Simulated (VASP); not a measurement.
**Zn2CdTe3: single point with PBE**

Zn2CdTe3:

```
Zn Cd Te
1.0
     5.42001    0.00000    0.00000
     0.00000    5.42001    0.00000
     0.00000    0.00000    7.46853
Zn Cd Te
2 1 3
Direct
  0.50000 0.00000 0.14670
  0.00000 0.50000 0.14670
  0.00000 0.00000 0.66224
  0.00000 0.00000 0.27343
  0.50000 0.00000 0.79949
  0.00000 0.50000 0.79949
```

The cell was built from a structure type or drawn by symmetry, and may not be a known phase.

| Property | Result |
| --- | --- |
| Program | VASP 6.6.1 |
| Task | single point |
| Functional | PBE |
| Potentials or basis | VASP PAW PBE potentials, release 64 (Zn, Cd, Te) |
| Cutoff | 520 eV |
| k mesh | 4 × 4 × 4 |
| Occupations | gaussian, width 0.1 eV |
| Spin | no spin polarisation |

```json
{
  "Pressure": "0.0 GPa",
  "Largest force": "0.023 eV/Å",
  "Band gap on the k mesh": "zero (bands 27 and 28 overlap by 1.10 eV)"
}
```

Forces in eV/Å, atoms in the order of the input:
```
Zn   0.000  0.000  0.023
Zn   0.000  0.000  0.023
Cd   0.000  0.000  0.003
Te   0.000  0.000 -0.017
Te   0.000  0.000 -0.016
Te   0.000  0.000 -0.016
```

Stress tensor (GPa, compression positive):
```
-0.05  0.00  0.00
 0.00 -0.05  0.00
 0.00  0.00  0.22
```

Levels at points of the mesh, in eV from the Fermi level:
| k point | band 23 | band 24 | band 25 | band 26 | band 27 | band 28 | band 29 | band 30 | band 31 | band 32 |
| --- | --- | --- | --- | --- | --- | --- | --- | --- | --- | --- |
| (0.00, 0.00, 0.00) | -2.50 | -2.50 | -1.59 | -1.12 | -0.29 | -0.18 | -0.18 | 0.00 | 2.89 | 2.89 |
| (0.50, 0.00, 0.00) | -2.79 | -2.06 | -1.94 | -1.54 | -1.38 | -0.57 | 2.26 | 2.69 | 2.79 | 3.13 |
| (0.50, 0.50, 0.00) | -3.08 | -2.70 | -2.70 | 0.44 | 0.48 | 0.76 | 2.64 | 2.64 | 3.15 | 3.94 |
| (0.00, 0.00, 0.50) | -3.00 | -2.98 | -2.98 | -0.39 | -0.17 | -0.17 | 0.29 | 0.78 | 3.38 | 3.46 |
| (0.50, 0.00, 0.50) | -2.48 | -2.11 | -1.84 | -1.55 | -1.36 | -0.16 | 1.66 | 2.35 | 2.49 | 2.66 |
| (0.50, 0.50, 0.50) | -2.43 | -2.03 | -2.03 | 0.19 | 0.49 | 0.77 | 1.13 | 1.80 | 1.80 | 4.19 |

Wall time 3.8 min on 1 thread of Intel Xeon 8259CL, on a shared host, peak memory 0.37 GiB.

Caveat: spin-orbit coupling is left out, which moves the levels of the heavy elements.
